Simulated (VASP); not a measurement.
# LiF (I4/mmm) in VASP: a series of runs

Runs on LiF. Level: r2SCAN. Tasks: single point.

All numbers are computed with VASP 6.6.1; they aren't measurements. Logs are shortened: lines on timing, memory, paths and dates and some standing lists are left out, and cuts for length are marked.

### Step 1. The cell of the first run

It takes space group I4/mmm (No. 139, tetragonal). The conventional cell has a = 2.848 Å, b = 2.848 Å, c = 4.229 Å, α = 90.00°, β = 90.00°, γ = 90.00°. Within 2.7 Å of Li (site symmetry 4/mmm) lie 6 F at 2.01 to 2.11 Å. Within 2.7 Å of F (site symmetry 4/mmm) lie 6 Li at 2.01 to 2.11 Å.

### Step 2. Single point, r2SCAN (strain +0.0500 x Voigt [0, 1, 0, 0, 0, 0])

File POSCAR:

```
LiF
1.0
    0.0000000000      2.1147000000      2.0140000000
    2.0140000000      0.0000000000      2.0140000000
    2.0140000000      2.1147000000      0.0000000000
Li F
1 1
Direct
    0.0000000000      0.0000000000      0.0000000000
    0.5000000000      0.5000000000      0.5000000000
```

File INCAR.step1:

```
SYSTEM = LiF
  PREC = Accurate
  ENCUT = 520
  ISMEAR = 0
  SIGMA = 0.05
  LREAL = .FALSE.
  LASPH = .TRUE.
  NELM = 100
  NBANDS = 12
  GGA = PE
  ALGO = Normal
  EDIFF = 1E-4
  LWAVE = .TRUE.
  LCHARG = .FALSE.
```

File INCAR.step2:

```
SYSTEM = LiF
  PREC = Accurate
  ENCUT = 520
  EDIFF = 1E-6
  ISMEAR = 0
  SIGMA = 0.05
  LREAL = .FALSE.
  LASPH = .TRUE.
  NELM = 100
  ALGO = Normal
  ISIF = 2
  LWAVE = .FALSE.
  LCHARG = .FALSE.
  METAGGA = R2SCAN
  LMIXTAU = .TRUE.
  NBANDS = 12
  ISTART = 1
```

File KPOINTS:

```
regular mesh
0
G
  10 10 10
  0 0 0
```

Potentials or basis: VASP PAW PBE potentials, release 64 (Li_sv, F).

Run with:

```sh
$ cat potpaw_PBE.64/Li_sv/POTCAR potpaw_PBE.64/F/POTCAR > POTCAR
$ cp INCAR.step1 INCAR
$ mpirun -np 1 vasp_std > vasp.out
$ cp INCAR.step2 INCAR
$ mpirun -np 1 vasp_std > vasp.out
```

OUTCAR:

```text
SYSTEM = LiF
   PREC = Accurate
   ENCUT = 520
   EDIFF = 1E-6
   ISMEAR = 0
   LREAL = .FALSE.
   LASPH = .TRUE.
   NELM = 100
   ISIF = 2
   METAGGA = R2SCAN
   ISTART = 1

 ion  position               nearest neighbor table
   1  0.000  0.000  0.000-   2 2.01   2 2.01   2 2.01   2 2.01   2 2.11   2 2.11
   2  0.500  0.500  0.500-   1 2.01   1 2.01   1 2.01   1 2.01   1 2.11   1 2.11

  LATTYP: Found a body centered tetragonal cell.
 ALAT       =     2.8482261146
 C/A-ratio  =     1.4849242405

  Lattice vectors:

 A1 = (   0.0000000000,  -2.1147000000,   2.0140000000)
 A2 = (   0.0000000000,  -2.1147000000,  -2.0140000000)
 A3 = (   2.0140000000,   2.1147000000,   0.0000000000)

Analysis of symmetry for initial positions (statically):
=====================================================================
 Subroutine PRICEL returns:
 Original cell was already a primitive cell.

 Routine SETGRP: Setting up the symmetry group for a
 body centered tetragonal supercell.

 Subroutine GETGRP returns: Found 16 space group operations
 (whereof 16 operations were pure point group operations)
 out of a pool of 16 trial point group operations.

The static configuration has the point symmetry D_4h.

Analysis of symmetry for dynamics (positions and initial velocities):
=====================================================================
 Subroutine PRICEL returns:
 Original cell was already a primitive cell.

 Routine SETGRP: Setting up the symmetry group for a
 body centered tetragonal supercell.

 Subroutine GETGRP returns: Found 16 space group operations
 (whereof 16 operations were pure point group operations)
 out of a pool of 16 trial point group operations.

The dynamic configuration has the point symmetry D_4h.

 Subroutine INISYM returns: Found 16 space group operations
 (whereof 16 operations are pure point group operations),
 and found     1 'primitive' translations

----------------------------------------------------------------------------------------

                                     Primitive cell

  volume of cell :      17.1553

  direct lattice vectors                    reciprocal lattice vectors
     0.000000000  2.114700000  2.014000000    -0.248262165  0.236440157  0.248262165
     2.014000000  0.000000000  2.014000000     0.248262165 -0.236440157  0.248262165
     2.014000000  2.114700000  0.000000000     0.248262165  0.236440157 -0.248262165

  length of vectors
     2.920300000  2.848226115  2.920300000     0.423287317  0.423287317  0.423287317

  position of ions in fractional coordinates (direct lattice)
     0.000000000  0.000000000  0.000000000
     0.500000000  0.500000000  0.500000000

  ion indices of the primitive-cell ions
   primitive index   ion index
                 1           1
                 2           2

----------------------------------------------------------------------------------------

 KPOINTS: regular mesh

Automatic generation of k-mesh.
 Grid dimensions read from file:
 generate k-points for:   10   10   10

 Generating k-lattice:

  Cartesian coordinates                     Fractional coordinates (reciprocal lattice)
    -0.024826216  0.023644016  0.024826216     0.100000000  0.000000000 -0.000000000
     0.024826216 -0.023644016  0.024826216     0.000000000  0.100000000  0.000000000
     0.024826216  0.023644016 -0.024826216    -0.000000000  0.000000000  0.100000000

  Length of vectors
     0.042328732  0.042328732  0.042328732

  Shift w.r.t. Gamma in fractional coordinates (k-lattice)
     0.000000000  0.000000000  0.000000000

 Subroutine IBZKPT returns following result:
 ===========================================

 Found    102 irreducible k-points:

 Following reciprocal coordinates:
            Coordinates               Weight
  0.000000  0.000000  0.000000      1.000000
  0.100000  0.000000  0.000000      8.000000
  0.200000  0.000000  0.000000      8.000000
  0.300000  0.000000  0.000000      8.000000
  0.400000  0.000000  0.000000      8.000000
  0.500000  0.000000  0.000000      4.000000
[... 16 lines left out ...]
  0.300000  0.300000  0.000000      4.000000
  0.400000  0.300000 -0.000000     16.000000
 [... further k-points ...]
   k-points           NKPTS =    102   k-points in BZ     NKDIM =    102   number of bands    NBANDS=     12
   number of dos      NEDOS =    301   number of ions     NIONS =      2
   total plane-waves  NPLWV =  13824
   dimension x,y,z NGX =    24 NGY =   24 NGZ =   24
   dimension x,y,z NGXF=    48 NGYF=   48 NGZF=   48
   ions per type =               1   1
   NGX,Y,Z   is equivalent  to a cutoff of  13.66, 14.01, 13.66 a.u.
   NGXF,Y,Z  is equivalent  to a cutoff of  27.33, 28.02, 27.33 a.u.
 SYSTEM =  LiF
   PREC   = accura    normal or accurate (medium, high low for compatibility)
   ISTART =      1    job   : 0-new  1-cont  2-samecut
   ICHARG =      0    charge: 1-file 2-atom 10-const
   ISPIN  =      1    spin polarized calculation?
   LNONCOLLINEAR =      F non collinear calculations
   LSORBIT =      F    spin-orbit coupling
   LASPH  =      T    aspherical Exc in radial PAW
   ENCUT  =  520.0 eV  38.22 Ry    6.18 a.u.   5.43  5.30  5.43*2*pi/ulx,y,z
   NELM   =    100;   NELMIN=  2; NELMDL=  0     # of ELM steps
   EDIFF  = 0.1E-05   stopping-criterion for ELM
   LREAL  =      F    real-space projection
   EDIFFG = 0.1E-04   stopping-criterion for IOM
   NSW    =      0    number of steps for IOM
   IBRION =     -1    ionic relax: 0-MD 1-quasi-New 2-CG
   NFREE  =      0    steps in history (QN), initial steepest desc. (CG)
   ISIF   =      2    stress and relaxation
   ISYM   =      2    0-nonsym 1-usesym 2-fastsym
   POTIM  = 0.5000    time-step for ionic-motion
   TEBEG  =    0.0;   TEEND  =   0.0 temperature during run
   PSTRESS=    0.0 pullay stress
   NELECT =      10.0000    total number of electrons
   NUPDOWN=      -1.0000    fix difference up-down
   EMIN   =  10.00;   EMAX   =-10.00  energy-range for DOS
   EFERMI =   0.00;   METHOD = LEGACY
   ISMEAR =     0;   SIGMA  =   0.05  broadening in eV -4-tet -1-fermi 0-gaus
   EFERMI_NEDOS =   21; number of points for ismear=-14 and -15
   IALGO  =     38    algorithm
   IMIX   =      4    mixing-type and parameters
     AMIX     =   0.40;   BMIX     =  1.00
     AMIX_MAG =   1.60;   BMIX_MAG =  1.00
  volume/ion in A,a.u.               =       8.58        57.88
  Fermi-wavevector in a.u.,A,eV,Ry     =   1.367547  2.584289 25.445410  1.870185
  Thomas-Fermi vector in A             =   2.493590
   LORBIT       =      0    0 simple, 1 ext, 2 COOP (PROOUT), +10 PAW based schemes
   METAGGA = R2SCAN    functional components
   LHFCALC =     F    Hartree Fock is set to
   AEXX    =    0.0000 exact exchange contribution
   IVDW    =     0    specifies the selected vdW correction
   LEPSILON=     F    determine dielectric tensor
   LRPA    =     F    only Hartree local field effects (RPA)
 non-spin polarized calculation
 Gauss-broadening in eV      SIGMA  =   0.05
  energy-cutoff  :      520.00
  volume of cell :       17.16
 maximum number of plane-waves:       477
 NGX is ok and might be reduce to    24
   NGX = 11   NGY = 11   NGZ = 11

 number of electron      10.0000003 magnetization

 Free energy of the ion-electron system (eV)
  ---------------------------------------------------
  ext. energy  EPLUGINS =         0.00000000
  ---------------------------------------------------
  free energy    TOTEN  =       -11.87442120 eV

  energy without entropy =      -11.87442120  energy(sigma->0) =      -11.87442120

 E-fermi :  -1.6288     XC(G=0): -10.2835

 val. band max:       -1.8668878486   @ k =   0.0000   0.0000   0.0000
 cond. band min:       7.8696492120   @ k =   0.0000   0.0000   0.0000
 fundamental gap:      9.7365370606
 Fermi energy:        -1.6287770709

 k-point     1 :       0.0000    0.0000    0.0000
  band No.  band energies     occupation
      1     -44.0894      2.00000
      2     -22.8943      2.00000
      3      -1.9605      2.00000
      4      -1.9605      2.00000
      5      -1.8669      2.00000
      6       7.8696      0.00000
      7      22.6651      0.00000
      8      22.8421      0.00000
      9      23.2267      0.00000
     10      23.2267      0.00000
     11      23.8782      0.00000
     12      23.8787      0.00000

 k-point     2 :       0.1000    0.0000    0.0000
  band No.  band energies     occupation
      1     -44.0849      2.00000
      2     -22.8601      2.00000
      3      -2.2010      2.00000
      4      -1.9749      2.00000
      5      -1.9209      2.00000
      6       8.1566      0.00000
      7      20.2161      0.00000
      8      21.5552      0.00000
      9      22.3120      0.00000
     10      24.0918      0.00000
     11      24.5171      0.00000
     12      24.7647      0.00000

 k-point     3 :       0.2000    0.0000    0.0000
  band No.  band energies     occupation
      1     -44.0734      2.00000
      2     -22.7692      2.00000
      3      -2.8346      2.00000
      4      -2.0119      2.00000
      5      -2.0032      2.00000
      6       8.8077      0.00000
      7      17.7283      0.00000
      8      20.0260      0.00000
      9      20.9021      0.00000
     10      25.2486      0.00000
     11      25.6815      0.00000
     12      25.8040      0.00000
[... 286 lines left out ...]
 k-point    23 :       0.3000    0.3000    0.0000
  band No.  band energies     occupation
      1     -44.0483      2.00000
      2     -22.5224      2.00000
      3      -3.6746      2.00000
      4      -2.6881      2.00000
      5      -2.4568      2.00000
      6      11.1392      0.00000
      7      16.5691      0.00000
      8      18.4085      0.00000
      9      18.9514      0.00000
     10      19.6826      0.00000
     11      32.6875      0.00000
     12      33.6217      0.00000

 k-point    24 :       0.4000    0.3000   -0.0000
  band No.  band energies     occupation
      1     -44.0395      2.00000
      2     -22.4246      2.00000
      3      -4.0702      2.00000
      4      -2.8425      2.00000
      5      -2.5967      2.00000
      6      12.0188      0.00000
      7      15.4600      0.00000
      8      17.8436      0.00000
      9      19.0425      0.00000
     10      20.1454      0.00000
     11      32.6441      0.00000
     12      33.3605      0.00000

 [... further k-points ...]
[... 5 lines left out ...]
  --------------------------------------------------------------------------------------
  -------------------------------------------------------------------------------------
  Total       -0.5262232     -0.7819334     -0.5262232      0.0000000     -0.0000000      0.0000000
  in kB      -49.1453971    -73.0268685    -49.1453971      0.0000000     -0.0000000      0.0000000
  external PRESSURE =     -57.1058876 kB  Pullay stress =       0.0000000 kB

 VOLUME and BASIS-vectors are now :
 -----------------------------------------------------------------------------
  energy-cutoff  :      520.00
  volume of cell :       17.16
      direct lattice vectors                 reciprocal lattice vectors
     0.000000000  2.114700000  2.014000000    -0.248262165  0.236440157  0.248262165
     2.014000000  0.000000000  2.014000000     0.248262165 -0.236440157  0.248262165
     2.014000000  2.114700000  0.000000000     0.248262165  0.236440157 -0.248262165

 POSITION                                       TOTAL-FORCE (eV/Angst)
 -----------------------------------------------------------------------------------
      0.00000      0.00000      0.00000         0.000000     -0.000000     -0.000000
      2.01400      2.11470      2.01400        -0.000000      0.000000      0.000000
 -----------------------------------------------------------------------------------
    total drift:                               -0.000000     -0.000000      0.000000

  FREE ENERGIE OF THE ION-ELECTRON SYSTEM (eV)
  ---------------------------------------------------
  free  energy   TOTEN  =       -11.8744212018 eV

  energy  without entropy=      -11.8744212018  energy(sigma->0) =      -11.87442120
```

Run time: 85 s. Hardware: 1 thread of Intel Xeon 8259CL, shared host; peak memory 0.15 GiB.

Results:

| Item | Value |
| --- | --- |
| Free energy | -11.8744 eV |
| Band gap on the k mesh | 9.74 eV |

Levels at points of the mesh, in eV from the valence-band top:
```csv
k point,band 3,band 4,band 5,band 6,band 7,band 8
"(0.00, 0.00, 0.00)",-0.09,-0.09,0.00,9.74,24.53,24.71
"(0.50, 0.00, 0.00)",-2.40,-0.33,-0.24,11.50,17.46,19.54
"(0.50, 0.50, 0.00)",-2.85,-1.19,-0.90,15.83,16.94,18.45
"(0.50, 0.00, 0.50)",-2.87,-0.91,-0.91,14.93,17.59,18.39
```

Caveat: the cell differs from its parent crystal (strain +0.0500 x Voigt [0, 1, 0, 0, 0, 0]); the cutoff is under 1.25 times the usual one of these potentials, so pressure, stress and relaxed cells hold a basis-set (Pulay) error; the PAW data sets were made with another functional, which shifts forces and pressure a little.

### Step 3. Single point, r2SCAN (strain +0.0750 x Voigt [0, 1, 0, 0, 0, 0])

File POSCAR:

```
LiF
1.0
    0.0000000000      2.1650500000      2.0140000000
    2.0140000000      0.0000000000      2.0140000000
    2.0140000000      2.1650500000      0.0000000000
Li F
1 1
Direct
    0.0000000000      0.0000000000      0.0000000000
    0.5000000000      0.5000000000      0.5000000000
```

File INCAR.step1:

```
SYSTEM = LiF
ALGO = Normal
EDIFF = 1E-4
ENCUT = 520
GGA = PE
ISMEAR = 0
LASPH = .TRUE.
LCHARG = .FALSE.
LREAL = .FALSE.
LWAVE = .TRUE.
NBANDS = 12
NELM = 80
PREC = Accurate
SIGMA = 0.05
```

File INCAR.step2:

```
SYSTEM = LiF
ALGO = Normal
EDIFF = 1E-6
ENCUT = 520
ISIF = 2
ISMEAR = 0
ISTART = 1
LASPH = .TRUE.
LCHARG = .TRUE.
LELF = .TRUE.
LMIXTAU = .TRUE.
LREAL = .FALSE.
LVHAR = .TRUE.
LWAVE = .FALSE.
METAGGA = R2SCAN
NBANDS = 12
NELM = 80
PREC = Accurate
SIGMA = 0.05
```

File KPOINTS:

```
k-points
0
G
  10 10 10
  0 0 0
```

Potentials or basis: VASP PAW PBE potentials, release 64 (Li_sv, F).

Run with:

```sh
$ cat potpaw_PBE.64/Li_sv/POTCAR potpaw_PBE.64/F/POTCAR > POTCAR
$ cp INCAR.step1 INCAR
$ mpirun -np 1 vasp_std > vasp.out
$ cp INCAR.step2 INCAR
$ mpirun -np 1 vasp_std > vasp.out
```

Run time: 1.8 min. Hardware: 1 thread of Intel Xeon 8259CL, shared host; peak memory 0.15 GiB.

It converged, with:

```yaml
Free_energy: -11.8549 eV
Band_gap_on_the_k_mesh: 9.50 eV
```

Levels at points of the mesh, in eV from the valence-band top:
| k point | band 2 | band 3 | band 4 | band 5 | band 6 | band 7 | band 8 | band 9 |
| --- | --- | --- | --- | --- | --- | --- | --- | --- |
| (0.00, 0.00, 0.00) | -20.99 | -0.12 | -0.12 | 0.00 | 9.50 | 23.88 | 24.38 | 24.94 |
| (0.50, 0.00, 0.00) | -20.63 | -2.35 | -0.36 | -0.22 | 11.36 | 17.15 | 19.17 | 20.44 |
| (0.50, 0.50, 0.00) | -20.38 | -2.77 | -1.26 | -0.84 | 15.74 | 16.74 | 18.17 | 20.12 |
| (0.50, 0.00, 0.50) | -20.47 | -2.80 | -0.85 | -0.85 | 14.45 | 17.68 | 18.09 | 21.69 |

Caveat: the cell differs from its parent crystal (strain +0.0750 x Voigt [0, 1, 0, 0, 0, 0]); the cutoff is under 1.25 times the usual one of these potentials, so pressure, stress and relaxed cells hold a basis-set (Pulay) error; the PAW data sets were made with another functional, which shifts forces and pressure a little.

### Step 4. Single point, r2SCAN (strain +0.0875 x Voigt [0, 1, 0, 0, 0, 0])

File POSCAR:

```
LiF
1.0
    0.0000000000      2.1902250000      2.0140000000
    2.0140000000      0.0000000000      2.0140000000
    2.0140000000      2.1902250000      0.0000000000
Li F
1 1
Direct
    0.0000000000      0.0000000000      0.0000000000
    0.5000000000      0.5000000000      0.5000000000
```

File INCAR.step1:

```
SYSTEM = LiF
ALGO     = Normal         ! electronic algorithm
EDIFF    = 1E-4           ! SCF threshold, eV
ENCUT    = 520            ! plane-wave cutoff, eV
GGA      = PE             ! functional
ISMEAR   = 0              ! smearing method
LASPH    = .TRUE.         ! aspherical terms in the spheres
LCHARG   = .FALSE.        ! write CHGCAR
LREAL    = .FALSE.        ! projectors in reciprocal space
LWAVE    = .TRUE.         ! write WAVECAR
NBANDS   = 12             ! bands
NELM     = 80             ! most SCF steps
PREC     = Accurate       ! precision mode
SIGMA    = 0.05           ! smearing width, eV
```

File INCAR.step2:

```
SYSTEM = LiF
ALGO     = Normal         ! electronic algorithm
EDIFF    = 1E-6           ! SCF threshold, eV
ENCUT    = 520            ! plane-wave cutoff, eV
ISIF     = 2              ! what is computed and relaxed
ISMEAR   = 0              ! smearing method
ISTART   = 1            
LASPH    = .TRUE.         ! aspherical terms in the spheres
LCHARG   = .TRUE.         ! write CHGCAR
LELF     = .TRUE.         ! ELF
LMIXTAU  = .TRUE.       
LREAL    = .FALSE.        ! projectors in reciprocal space
LVHAR    = .TRUE.       
LWAVE    = .FALSE.        ! write WAVECAR
METAGGA  = R2SCAN         ! meta-GGA
NBANDS   = 12             ! bands
NELM     = 80             ! most SCF steps
PREC     = Accurate       ! precision mode
SIGMA    = 0.05           ! smearing width, eV
```

KPOINTS is that of step 3.

Run with:

```sh
$ cat potpaw_PBE.64/Li_sv/POTCAR potpaw_PBE.64/F/POTCAR > POTCAR
$ cp INCAR.step1 INCAR
$ mpirun -np 1 vasp_std > vasp.out
$ cp INCAR.step2 INCAR
$ mpirun -np 1 vasp_std > vasp.out
```

Wall time 88 s (1 thread of Intel Xeon 8259CL, shared host); peak memory 0.14 GiB.

Results (log left out):

| Item | Value |
| --- | --- |
| Free energy | -11.8441 eV |
| Band gap on the k mesh | 9.39 eV |

Levels at points of the mesh, in eV from the valence-band top:
```
           k point  band 1  band 2  band 3  band 4  band 5  band 6  band 7  band 8  band 9  band 10
(0.00, 0.00, 0.00)  -42.31  -20.96   -0.14   -0.14    0.00    9.39   23.57   24.22   24.87    24.87
(0.50, 0.00, 0.00)  -42.27  -20.61   -2.32   -0.37   -0.22   11.30   17.00   19.00   20.45    29.85
(0.50, 0.50, 0.00)  -42.26  -20.37   -2.73   -1.29   -0.81   15.70   16.64   18.03   19.87    21.10
(0.50, 0.00, 0.50)  -42.27  -20.47   -2.76   -0.83   -0.83   14.22   17.72   17.94   21.67    21.67
```

Caveat: the cell differs from its parent crystal (strain +0.0875 x Voigt [0, 1, 0, 0, 0, 0]); the cutoff is under 1.25 times the usual one of these potentials, so pressure, stress and relaxed cells hold a basis-set (Pulay) error; the PAW data sets were made with another functional, which shifts forces and pressure a little.

### Step 5. Summary

```tsv
cell	gap on the mesh (eV)
a = 2.920, b = 2.848 Å, angles 60.8, 58.4, 60.8°, 2 atoms	9.74
a = 2.957, b = 2.848 Å, angles 61.2, 57.6, 61.2°, 2 atoms	9.50
a = 2.975, b = 2.848 Å, angles 61.4, 57.2, 61.4°, 2 atoms	9.39
```

Alike in all rows: task single point; level r2SCAN; potentials or basis VASP PAW PBE potentials, release 64 (Li_sv, F); no spin polarisation; k mesh 10 × 10 × 10; cutoff (eV) 520; smearing gaussian 0.05 eV.

Caveats: the cutoff is under 1.25 times the usual one of these potentials, so pressure, stress and relaxed cells hold a basis-set (Pulay) error; the PAW data sets were made with another functional, which shifts forces and pressure a little.

Absolute energies hang on the potentials; compare differences alone.
